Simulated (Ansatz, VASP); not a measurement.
# Two plane-wave programs on Ir2O

```
Ir O
1.0
     3.36630    0.00000    0.00000
    -1.68315    2.91531    0.00000
     0.00000    0.00000    3.86682
Ir O
2 1
Direct
  0.33333 0.66667 0.00000
  0.66667 0.33333 0.00000
  0.00000 0.00000 0.00000
```

Alike in both runs: task single point; functional PBE; k mesh 6 × 6 × 4; occupations gaussian, width 0.1 eV; collinear spin.

|  | VASP | Ansatz |
| --- | --- | --- |
| version | VASP 6.6.1 | Ansatz 0.2.0 |
| potentials or method | VASP PAW PBE potentials, release 64 (Ir, O), cutoff 520 eV | scalar-relativistic, plane waves, PAW |
| valence electrons in the cell | 24 | 40 |

```csv
,VASP,Ansatz,Ansatz less VASP
gap on the k mesh at the Fermi level (eV),none,none,-
net moment per atom (μB),0.00,0.00,0.000
```

A gap of «none» marks a metal or a gap that the smearing closes. VASP's potentials hold 24 valence electrons a cell and Ansatz's 40, so a difference there can come from the potentials and not from the codes. Ansatz's warnings: seeded moment not kept.

The k mesh is coarse, so the values compare programs but aren't converged. Spin-orbit coupling is off throughout.
